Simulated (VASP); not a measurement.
# Rb (Im-3m) in VASP: settings compared, part 2 of 2

VASP 6.6.1. The steps go on from the part before.

## (3) Single point, rpbe exchange, lyp correlation (91.57 Å³/atom)

This run uses another cell than the first one, of 91.57 Å³/atom.

File INCAR:

```
PREC = Accurate
ENCUT = 500
EDIFF = 1E-6
ISMEAR = -1
SIGMA = 0.01
LREAL = F
LASPH = T
NELM = 120
ALGO = Normal
ISIF = 2
LWAVE = F
LCHARG = F
GGA = LIBXC
LIBXC1 = GGA_X_RPBE
LIBXC2 = GGA_C_LYP
NBANDS = 10
GGA_COMPAT = F
```

File KPOINTS:

```
regular mesh
0
Gamma
  7 7 7
```

File POSCAR:

```
Rb
1.0
   -2.8393792292      2.8393792292      2.8393792292
    2.8393792292     -2.8393792292      2.8393792292
    2.8393792292      2.8393792292     -2.8393792292
Rb
1
Direct
    0.0000000000      0.0000000000      0.0000000000
```

Potentials or basis: VASP PAW PBE potentials, release 64 (Rb_sv).

On the command line:

```sh
$ cat potpaw_PBE.64/Rb_sv/POTCAR > POTCAR
$ mpirun -np 1 vasp_std > vasp.out
```

Wall time 11 s (1 thread of Intel Xeon Platinum 8259CL at 2.50GHz (Skylake/Cascade Lake), shared host); peak memory 0.2 GiB.

It converged, with:

```
Free energy            : -0.5156 eV
Pressure               : 0.3 GPa
Band gap on the k mesh : zero (an odd number of electrons rules out a gap without spin polarisation)
```

Levels at points of the mesh, in eV from the Fermi level:
```
           k point  band 3  band 4  band 5  band 6  band 7  band 8
(0.00, 0.00, 0.00)  -13.10  -13.10   -1.93    3.54    3.54    3.54
```

Caveat: the PAW data sets were made with another functional, which shifts forces and pressure a little.

## (4) Single point, rpbe exchange, lyp correlation (93.33 Å³/atom)

This run uses another cell than the first one, of 93.33 Å³/atom.

File INCAR:

```
SYSTEM = Rb
PREC = Accurate ; ENCUT = 500
EDIFF = 1E-6 ; ISMEAR = -1
SIGMA = 0.01 ; LREAL = .False.
LASPH = .True. ; NELM = 120
ALGO = Normal ; ISIF = 2
LWAVE = .False. ; LCHARG = .False.
GGA = LIBXC ; LIBXC1 = GGA_X_RPBE
LIBXC2 = GGA_C_LYP ; NBANDS = 10
GGA_COMPAT = .False.
```

File KPOINTS:

```
Automatic mesh
0
Gamma
  7 7 7
  0 0 0
```

File POSCAR:

```
Rb
1.0
   -2.8574649348      2.8574649348      2.8574649348
    2.8574649348     -2.8574649348      2.8574649348
    2.8574649348      2.8574649348     -2.8574649348
Rb
1
Direct
    0.0000000000      0.0000000000      0.0000000000
```

On the command line:

```sh
$ cat potpaw_PBE.64/Rb_sv/POTCAR > POTCAR
$ mpirun -np 1 vasp_std > vasp.out
```

Run time: 12 s. Hardware: 1 thread of Intel Xeon Platinum 8259CL at 2.50GHz (Skylake/Cascade Lake), shared host; peak memory 0.2 GiB.

It converged, with:

- Free energy: -0.5182 eV
- Pressure: 0.2 GPa
- Band gap on the k mesh: zero (an odd number of electrons rules out a gap without spin polarisation)

Levels at points of the mesh, in eV from the Fermi level:
```tsv
k point	band 3	band 4	band 5	band 6	band 7	band 8
(0.00, 0.00, 0.00)	-13.11	-13.11	-1.91	3.52	3.52	3.52
```

Caveat: the PAW data sets were made with another functional, which shifts forces and pressure a little.

## (5) Single point, PBE (86.28 Å³/atom)

This run uses another cell than the first one, of 86.28 Å³/atom.

File INCAR:

```
SYSTEM = Rb
PREC     = Accurate       ! precision mode
ENCUT    = 500            ! plane-wave cutoff, eV
EDIFF    = 1E-6           ! SCF threshold, eV
ISMEAR   = -1             ! smearing method
SIGMA    = 0.05           ! smearing width, eV
LREAL    = .FALSE.        ! projectors in reciprocal space
LASPH    = .TRUE.         ! aspherical terms in the spheres
NELM     = 120            ! most SCF steps
ALGO     = Normal         ! electronic algorithm
ISIF     = 2              ! what is computed and relaxed
LWAVE    = .FALSE.        ! write WAVECAR
LCHARG   = .FALSE.        ! write CHGCAR
GGA      = PE             ! functional
NBANDS   = 10             ! bands
GGA_COMPAT= .FALSE.
```

File KPOINTS:

```
regular mesh
0
G
  7 7 7
  0 0 0
```

File POSCAR:

```
Rb
1.0
   -2.7836907084      2.7836907084      2.7836907084
    2.7836907084     -2.7836907084      2.7836907084
    2.7836907084      2.7836907084     -2.7836907084
Rb
1
Direct
    0.0000000000      0.0000000000      0.0000000000
```

Potentials or basis: VASP PAW PBE potentials, release 64 (Rb_sv).

On the command line:

```sh
$ cat potpaw_PBE.64/Rb_sv/POTCAR > POTCAR
$ mpirun -np 1 vasp_std > vasp.out
```

OUTCAR:

```text
SYSTEM = Rb
   PREC = Accurate
   ENCUT = 500
   EDIFF = 1E-6
   ISMEAR = -1
   LREAL = .FALSE.
   LASPH = .TRUE.
   NELM = 120
   ISIF = 2
   GGA = PE

 ion  position               nearest neighbor table
   1  0.000  0.000  0.000-

  LATTYP: Found a body centered cubic cell.
 ALAT       =     5.5673814168

  Lattice vectors:

 A1 = (  -2.7836907084,   2.7836907084,   2.7836907084)
 A2 = (   2.7836907084,  -2.7836907084,   2.7836907084)
[... 431 lines left out ...]
      8       3.4505      0.00000
      9       3.4505      0.00000
     10       5.8157      0.00000

------------------------ aborting loop because EDIFF is reached ----------------------------------------

  FORCE on cell =-STRESS in cart. coord.  units (eV):
  Direction    XX          YY          ZZ          XY          YZ          ZX
  --------------------------------------------------------------------------------------
  -------------------------------------------------------------------------------------
  Total        0.0849074      0.0849074      0.0849074      0.0000000      0.0000000      0.0000000
  in kB        1.5766419      1.5766419      1.5766419      0.0000000      0.0000000      0.0000000
  external PRESSURE =       1.5766419 kB  Pullay stress =       0.0000000 kB

 VOLUME and BASIS-vectors are now :
 -----------------------------------------------------------------------------
  energy-cutoff  :      500.00
  volume of cell :       86.28
      direct lattice vectors                 reciprocal lattice vectors
    -2.783690708  2.783690708  2.783690708     0.000000000  0.179617656  0.179617656
     2.783690708 -2.783690708  2.783690708     0.179617656  0.000000000  0.179617656
     2.783690708  2.783690708 -2.783690708     0.179617656  0.179617656  0.000000000

 POSITION                                       TOTAL-FORCE (eV/Angst)
 -----------------------------------------------------------------------------------
      0.00000      0.00000      0.00000         0.000000      0.000000      0.000000
 -----------------------------------------------------------------------------------
    total drift:                               -0.000000      0.000000      0.000000

  FREE ENERGIE OF THE ION-ELECTRON SYSTEM (eV)
  ---------------------------------------------------
  free  energy   TOTEN  =        -0.9398266630 eV

  energy  without entropy=       -0.9319969792  energy(sigma->0) =       -0.93591182
```

OSZICAR:

```text
N       E                     dE             d eps       ncg     rms          rms(c)
DAV:   1     0.460289561025E+02    0.46029E+02   -0.32893E+03   400   0.647E+02
DAV:   2     0.208059066977E+01   -0.43948E+02   -0.42522E+02   444   0.124E+02
DAV:   3    -0.847445378094E+00   -0.29280E+01   -0.29211E+01   528   0.329E+01
DAV:   4    -0.935853630646E+00   -0.88408E-01   -0.88337E-01   576   0.576E+00
DAV:   5    -0.938603721046E+00   -0.27501E-02   -0.27500E-02   538   0.719E-01    0.130E+00
DAV:   6    -0.938917918621E+00   -0.31420E-03   -0.20185E-03   536   0.262E-01    0.790E-01
DAV:   7    -0.939711413016E+00   -0.79349E-03   -0.34113E-03   484   0.331E-01    0.492E-02
DAV:   8    -0.939817938737E+00   -0.10653E-03   -0.14577E-04   470   0.946E-02    0.175E-02
DAV:   9    -0.939826698735E+00   -0.87600E-05   -0.84465E-06   530   0.219E-02    0.481E-03
DAV:  10    -0.939826663011E+00    0.35724E-07   -0.33982E-06   478   0.101E-02
   1 F= -.93982666E+00 E0= -.93591182E+00  d E =-.782968E-02
```

stdout:

```text
POSCAR found type information on POSCAR Rb
 POSCAR found :  1 types and       1 ions
 scaLAPACK will be used
 LDA part: xc-table for (Slater+PW92), standard interpolation
 POSCAR, INCAR and KPOINTS ok, starting setup
 FFT: planning ... GRIDC
 FFT: planning ... GRID_SOFT
 FFT: planning ... GRID
 WAVECAR not read
 entering main loop
```

Run time: 20 s. Hardware: 1 thread of AMD EPYC 7R13, shared host; peak memory 0.17 GiB.

What came out:

```
Free energy            : -0.9398 eV
Pressure               : 0.2 GPa
Band gap on the k mesh : zero (an odd number of electrons rules out a gap without spin polarisation)
```

## (6) Single point, PBE

This run uses another cell than the first one: it holds 2 atoms, not 1.

File INCAR:

```
PREC = Accurate
ENCUT = 500
EDIFF = 1E-6
ISMEAR = -1
SIGMA = 0.02
LREAL = F
LASPH = T
NELM = 120
ALGO = Normal
ISIF = 2
LWAVE = F
LCHARG = F
GGA = PE
NBANDS = 16
GGA_COMPAT = F
```

File KPOINTS:

```
regular mesh
0
Gamma
  4 4 4
```

File POSCAR:

```
Rb
1.0
    5.6050000000      0.0000000000      0.0000000000
    0.0000000000      5.6050000000      0.0000000000
    0.0000000000      0.0000000000      5.6050000000
Rb
2
Direct
    0.0000000000      0.0000000000      0.0000000000
    0.5000000000      0.5000000000      0.5000000000
```

Potentials or basis: VASP PAW PBE potentials, release 64 (Rb_sv).

On the command line:

```sh
$ cat potpaw_PBE.64/Rb_sv/POTCAR > POTCAR
$ mpirun -np 1 vasp_std > vasp.out
```

It took 20 s on 1 thread of Intel Xeon Platinum 8175M at 2.50GHz (Skylake/Cascade Lake), shared host; peak memory 0.25 GiB.

Results (log left out):

```
Free energy            : -1.8448 eV
Pressure               : 0.1 GPa
Band gap on the k mesh : zero (bands 9 and 10 overlap by 1.93 eV)
```

Levels at points of the mesh, in eV from the Fermi level:
```
           k point  band 7  band 8  band 9  band 10  band 11  band 12
(0.00, 0.00, 0.00)  -12.89  -12.89   -1.98     1.27     1.27     3.37
(0.50, 0.00, 0.00)  -12.93  -12.93   -0.58    -0.58     2.36     2.36
(0.50, 0.50, 0.00)  -12.89  -12.89    0.27     0.27     0.84     0.84
(0.50, 0.50, 0.50)  -12.94  -12.94    1.34     1.34     1.34     1.34
```

## (7) Summary

| level | cell | k mesh | smearing | gap on the mesh (eV) | pressure (GPa) |
| --- | --- | --- | --- | --- | --- |
| rpbe exchange, lyp correlation | a = 4.886 Å, angles 109.5°, 1 atom, atomic positions A | 7 × 7 × 7 | fermi-dirac 0.01 eV | none | 0.3 |
| rpbe exchange, lyp correlation | a = 4.918 Å, angles 109.5°, 1 atom, atomic positions A | 7 × 7 × 7 | fermi-dirac 0.01 eV | none | 0.3 |
| rpbe exchange, lyp correlation | a = 4.949 Å, angles 109.5°, 1 atom, atomic positions A | 7 × 7 × 7 | fermi-dirac 0.01 eV | none | 0.2 |
| PBE | a = 4.821 Å, angles 109.5°, 1 atom, atomic positions A | 7 × 7 × 7 | fermi-dirac 0.05 eV | none | 0.2 |
| PBE | a = 5.605 Å, 2 atoms, atomic positions B | 4 × 4 × 4 | fermi-dirac 0.02 eV | none | 0.1 |

Alike in all rows: task single point; potentials or basis VASP PAW PBE potentials, release 64 (Rb_sv); no spin polarisation; cutoff (eV) 500.

Caveats: the PAW data sets were made with another functional, which shifts forces and pressure a little (at least some runs).

Absolute energies hang on the potentials; compare differences alone.
